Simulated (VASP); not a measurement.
# AgC2 (P4/mmm) in VASP: single point with PBE

Aim: the single point of AgC2 with PBE.

Program: VASP 6.6.1. These are calculated values, not measurements. Logs are shortened: lines on timing, memory, paths and dates and some standing lists are left out, and cuts for length are marked.

**1. The cell of the first run**

It takes space group P4/mmm (No. 123, tetragonal). Conventional cell: a = 2.987 Å, b = 2.987 Å, c = 4.176 Å, α = 90.00°, β = 90.00°, γ = 90.00°. Ag (site symmetry 4/mmm) has 16 C at 2.56 to 3.45 Å and 4 Ag at 2.99 Å within 3.5 Å. C (site symmetry 4mm) has 1 C at 1.28 Å within 1.7 Å.

The cell was built from a structure type or drawn by symmetry, and may not be a known phase.

**2. Single point, PBE**

Input file INCAR:

```
SYSTEM = AgC2
PREC = Accurate
ENCUT = 600
EDIFF = 1E-6
ISMEAR = 0
SIGMA = 0.2
LREAL = .FALSE.
LASPH = .TRUE.
NELM = 120
ALGO = Normal
ISIF = 2
LWAVE = .FALSE.
LCHARG = .FALSE.
GGA = PE
NBANDS = 16
GGA_COMPAT = .FALSE.
```

Input file KPOINTS:

```
regular mesh
0
G
  7 7 4
  0 0 0
```

Input file POSCAR:

```
AgC2
1.0
    2.9868381901      0.0000000000      0.0000000000
    0.0000000000      2.9868381901      0.0000000000
    0.0000000000      0.0000000000      4.1762842212
Ag C
1 2
Direct
    0.0000000000      0.0000000000      0.0000000000
    0.5000000000      0.5000000000      0.3472117834
    0.5000000000      0.5000000000      0.6527882166
```

Potentials or basis: VASP PAW PBE potentials, release 64 (Ag, C).

On the command line:

```bash
$ cat potpaw_PBE.64/Ag/POTCAR potpaw_PBE.64/C/POTCAR > POTCAR
$ mpirun -np 1 vasp_std > vasp.out
```

OUTCAR:

```text
SYSTEM = AgC2
   PREC = Accurate
   ENCUT = 600
   EDIFF = 1E-6
   ISMEAR = 0
   LREAL = .FALSE.
   LASPH = .TRUE.
   NELM = 120
   ISIF = 2
   GGA = PE

 ion  position               nearest neighbor table
   1  0.000  0.000  0.000-   2 2.56   3 2.56   2 2.56   3 2.56   2 2.56   3 2.56   2 2.56   3 2.56

   2  0.500  0.500  0.347-   3 1.28   1 2.56   1 2.56   1 2.56   1 2.56
   3  0.500  0.500  0.653-   2 1.28   1 2.56   1 2.56   1 2.56   1 2.56

  LATTYP: Found a simple tetragonal cell.
 ALAT       =     2.9868381901
 C/A-ratio  =     1.3982291492

  Lattice vectors:

 A1 = (   2.9868381901,   0.0000000000,   0.0000000000)
 A2 = (   0.0000000000,   2.9868381901,   0.0000000000)
 A3 = (   0.0000000000,   0.0000000000,   4.1762842212)

Analysis of symmetry for initial positions (statically):
=====================================================================
 Subroutine PRICEL returns:
 Original cell was already a primitive cell.

 Routine SETGRP: Setting up the symmetry group for a
 simple tetragonal supercell.

 Subroutine GETGRP returns: Found 16 space group operations
 (whereof 16 operations were pure point group operations)
 out of a pool of 16 trial point group operations.

The static configuration has the point symmetry D_4h.

Analysis of symmetry for dynamics (positions and initial velocities):
=====================================================================
 Subroutine PRICEL returns:
 Original cell was already a primitive cell.

 Routine SETGRP: Setting up the symmetry group for a
 simple tetragonal supercell.

 Subroutine GETGRP returns: Found 16 space group operations
 (whereof 16 operations were pure point group operations)
 out of a pool of 16 trial point group operations.

The dynamic configuration has the point symmetry D_4h.

 Subroutine INISYM returns: Found 16 space group operations
 (whereof 16 operations are pure point group operations),
 and found     1 'primitive' translations

----------------------------------------------------------------------------------------

                                     Primitive cell

  volume of cell :      37.2575

  direct lattice vectors                    reciprocal lattice vectors
     2.986838190  0.000000000  0.000000000     0.334802201  0.000000000  0.000000000
     0.000000000  2.986838190  0.000000000     0.000000000  0.334802201  0.000000000
     0.000000000  0.000000000  4.176284221     0.000000000  0.000000000  0.239447305

  length of vectors
     2.986838190  2.986838190  4.176284221     0.334802201  0.334802201  0.239447305

  position of ions in fractional coordinates (direct lattice)
     0.000000000  0.000000000  0.000000000
     0.500000000  0.500000000  0.347211783
     0.500000000  0.500000000  0.652788217

  ion indices of the primitive-cell ions
   primitive index   ion index
                 1           1
                 2           2
                 3           3

----------------------------------------------------------------------------------------

 KPOINTS: regular mesh

Automatic generation of k-mesh.
 Grid dimensions read from file:
 generate k-points for:    7    7    4

 Generating k-lattice:

  Cartesian coordinates                     Fractional coordinates (reciprocal lattice)
     0.047828886  0.000000000  0.000000000     0.142857143  0.000000000  0.000000000
     0.000000000  0.047828886  0.000000000     0.000000000  0.142857143  0.000000000
     0.000000000  0.000000000  0.059861826     0.000000000  0.000000000  0.250000000

  Length of vectors
     0.047828886  0.047828886  0.059861826

  Shift w.r.t. Gamma in fractional coordinates (k-lattice)
     0.000000000  0.000000000  0.000000000

 Subroutine IBZKPT returns following result:
 ===========================================

 Found     30 irreducible k-points:

 Following reciprocal coordinates:
            Coordinates               Weight
  0.000000  0.000000  0.000000      1.000000
  0.142857  0.000000  0.000000      4.000000
  0.285714  0.000000  0.000000      4.000000
  0.428571  0.000000  0.000000      4.000000
  0.142857  0.142857  0.000000      4.000000
  0.285714  0.142857  0.000000      8.000000
[... 16 lines left out ...]
  0.285714  0.000000  0.500000      4.000000
  0.428571  0.000000  0.500000      4.000000
 [... further k-points ...]
   k-points           NKPTS =     30   k-points in BZ     NKDIM =     30   number of bands    NBANDS=     16
   number of dos      NEDOS =    301   number of ions     NIONS =      3
   total plane-waves  NPLWV =  20736
   dimension x,y,z NGX =    24 NGY =   24 NGZ =   36
   dimension x,y,z NGXF=    48 NGYF=   48 NGZF=   72
   ions per type =               1   2
   NGX,Y,Z   is equivalent  to a cutoff of  13.36, 13.36, 14.33 a.u.
   NGXF,Y,Z  is equivalent  to a cutoff of  26.72, 26.72, 28.66 a.u.
 SYSTEM =  AgC2
   PREC   = accura    normal or accurate (medium, high low for compatibility)
   ISTART =      0    job   : 0-new  1-cont  2-samecut
   ICHARG =      2    charge: 1-file 2-atom 10-const
   ISPIN  =      1    spin polarized calculation?
   LNONCOLLINEAR =      F non collinear calculations
   LSORBIT =      F    spin-orbit coupling
   LASPH  =      T    aspherical Exc in radial PAW
   ENCUT  =  600.0 eV  44.10 Ry    6.64 a.u.   5.97  5.97  8.34*2*pi/ulx,y,z
   NELM   =    120;   NELMIN=  2; NELMDL= -5     # of ELM steps
   EDIFF  = 0.1E-05   stopping-criterion for ELM
   LREAL  =      F    real-space projection
   EDIFFG = 0.1E-04   stopping-criterion for IOM
   NSW    =      0    number of steps for IOM
   IBRION =     -1    ionic relax: 0-MD 1-quasi-New 2-CG
   NFREE  =      0    steps in history (QN), initial steepest desc. (CG)
   ISIF   =      2    stress and relaxation
   ISYM   =      2    0-nonsym 1-usesym 2-fastsym
   POTIM  = 0.5000    time-step for ionic-motion
   TEBEG  =    0.0;   TEEND  =   0.0 temperature during run
   PSTRESS=    0.0 pullay stress
   NELECT =      19.0000    total number of electrons
   NUPDOWN=      -1.0000    fix difference up-down
   EMIN   =  10.00;   EMAX   =-10.00  energy-range for DOS
   EFERMI =   0.00;   METHOD = LEGACY
   ISMEAR =     0;   SIGMA  =   0.20  broadening in eV -4-tet -1-fermi 0-gaus
   EFERMI_NEDOS =   21; number of points for ismear=-14 and -15
   IALGO  =     38    algorithm
   IMIX   =      4    mixing-type and parameters
     AMIX     =   0.40;   BMIX     =  1.00
     AMIX_MAG =   1.60;   BMIX_MAG =  1.00
  volume/ion in A,a.u.               =      12.42        83.81
  Fermi-wavevector in a.u.,A,eV,Ry     =   1.307941  2.471650 23.275625  1.710710
  Thomas-Fermi vector in A             =   2.438642
   LORBIT       =      0    0 simple, 1 ext, 2 COOP (PROOUT), +10 PAW based schemes
   GGA     = PE    functional components
   LHFCALC =     F    Hartree Fock is set to
   AEXX    =    0.0000 exact exchange contribution
   IVDW    =     0    specifies the selected vdW correction
   LEPSILON=     F    determine dielectric tensor
   LRPA    =     F    only Hartree local field effects (RPA)
 non-spin polarized calculation
 Gauss-broadening in eV      SIGMA  =   0.20
  energy-cutoff  :      600.00
  volume of cell :       37.26
 maximum number of plane-waves:      1264
 NGX is ok and might be reduce to    24
   NGX = 11   NGY = 11   NGZ = 17

 number of electron      19.0000004 magnetization

 Free energy of the ion-electron system (eV)
  ---------------------------------------------------
  ext. energy  EPLUGINS =         0.00000000
  ---------------------------------------------------
  free energy    TOTEN  =       -15.12499338 eV

  energy without entropy =      -15.06690801  energy(sigma->0) =      -15.09595069

 E-fermi :   4.8330     XC(G=0): -11.2353

 val. band max:        4.8131843194   @ k =   0.4286   0.1429   0.0000
 cond. band min:       4.8405788545   @ k =   0.2857   0.0000   0.2500
 fundamental gap:      0.0273945351
 Fermi energy:         4.8330121182

 k-point     1 :       0.0000    0.0000    0.0000
  band No.  band energies     occupation
      1      -9.3721      2.00000
      2      -1.6116      2.00000
      3      -0.3116      2.00000
      4      -0.1761      2.00000
      5       1.2839      2.00000
      6       1.2839      2.00000
[... 8 lines left out ...]
     15      17.4500      0.00000
     16      17.5660      0.00000

 k-point     2 :       0.1429    0.0000    0.0000
  band No.  band energies     occupation
      1      -9.2211      2.00000
      2      -1.3718      2.00000
      3      -0.6044      2.00000
      4      -0.0733      2.00000
      5       1.1567      2.00000
      6       1.3230      2.00000
[... 8 lines left out ...]
     15      17.4852      0.00000
     16      18.2476      0.00000

 k-point     3 :       0.2857    0.0000    0.0000
  band No.  band energies     occupation
      1      -8.8461      2.00000
      2      -1.0439      2.00000
      3      -0.9543      2.00000
      4       0.1475      2.00000
      5       0.7282      2.00000
      6       0.9901      2.00000
[... 8 lines left out ...]
     15      16.7095      0.00000
     16      19.7001      0.00000

 k-point     4 :       0.4286    0.0000    0.0000
  band No.  band energies     occupation
      1      -8.4972      2.00000
      2      -1.3094      2.00000
      3      -1.1275      2.00000
      4       0.4187      2.00000
      5       0.7103      2.00000
      6       0.8406      2.00000
[... 8 lines left out ...]
     15      17.0872      0.00000
     16      19.2870      0.00000
[... 324 lines left out ...]
 k-point    22 :       0.1429    0.0000    0.5000
  band No.  band energies     occupation
      1      -8.9354      2.00000
      2      -3.4822      2.00000
      3      -0.0314      2.00000
      4       0.7143      2.00000
      5       1.0366      2.00000
      6       1.0395      2.00000
[... 8 lines left out ...]
     15      17.7857      0.00000
     16      18.4256      0.00000

 k-point    23 :       0.2857    0.0000    0.5000
  band No.  band energies     occupation
      1      -8.6675      2.00000
      2      -2.6690      2.00000
      3       0.1494      2.00000
      4       0.3057      2.00000
      5       1.1491      2.00000
      6       1.2443      2.00000
[... 8 lines left out ...]
     15      17.8908      0.00000
     16      18.8641      0.00000

 k-point    24 :       0.4286    0.0000    0.5000
  band No.  band energies     occupation
      1      -8.4278      2.00000
      2      -1.6931      2.00000
      3       0.0144      2.00000
      4       0.1108      2.00000
      5       0.6739      2.00000
      6       0.9038      2.00000
[... 8 lines left out ...]
     15      16.4613      0.00000
     16      18.5052      0.00000

 [... further k-points ...]

------------------------ aborting loop because EDIFF is reached ----------------------------------------

  FORCE on cell =-STRESS in cart. coord.  units (eV):
  Direction    XX          YY          ZZ          XY          YZ          ZX
  --------------------------------------------------------------------------------------
  -------------------------------------------------------------------------------------
  Total        0.1281406      0.1281406     -0.0242484      0.0000000      0.0000000      0.0000000
  in kB        5.5104081      5.5104081     -1.0427481      0.0000000      0.0000000      0.0000000
  external PRESSURE =       3.3260227 kB  Pullay stress =       0.0000000 kB

 VOLUME and BASIS-vectors are now :
 -----------------------------------------------------------------------------
  energy-cutoff  :      600.00
  volume of cell :       37.26
      direct lattice vectors                 reciprocal lattice vectors
     2.986838190  0.000000000  0.000000000     0.334802201  0.000000000  0.000000000
     0.000000000  2.986838190  0.000000000     0.000000000  0.334802201  0.000000000
     0.000000000  0.000000000  4.176284221     0.000000000  0.000000000  0.239447305

 POSITION                                       TOTAL-FORCE (eV/Angst)
 -----------------------------------------------------------------------------------
      0.00000      0.00000      0.00000         0.000000      0.000000      0.000000
      1.49342      1.49342      1.45006         0.000000      0.000000     -0.022231
      1.49342      1.49342      2.72623         0.000000     -0.000000      0.022231
 -----------------------------------------------------------------------------------
    total drift:                                0.000000     -0.000000      0.000000

  FREE ENERGIE OF THE ION-ELECTRON SYSTEM (eV)
  ---------------------------------------------------
  free  energy   TOTEN  =       -15.1249933770 eV

  energy  without entropy=      -15.0669080118  energy(sigma->0) =      -15.09595069
```

It took 9.5 s on 1 thread of Intel Xeon Platinum 8559C (Emerald Rapids), shared host; peak memory 0.16 GiB.

What came out:

```yaml
Free_energy: -15.1250 eV
Pressure: 0.3 GPa
Largest_force: 0.022 eV/Å
Band_gap_on_the_k_mesh: zero (an odd number of electrons rules out a gap without spin polarisation)
```

Forces on the atoms (eV/Å):
```
Ag   0.000  0.000  0.000
C    0.000  0.000 -0.022
C    0.000  0.000  0.022
```

Stress tensor (GPa, compression positive):
```
 0.55  0.00  0.00
 0.00  0.55  0.00
 0.00  0.00 -0.10
```

Caveat: the k points lie up to 0.38 Å⁻¹ apart, too coarse for converged energies and pressures of a metal.
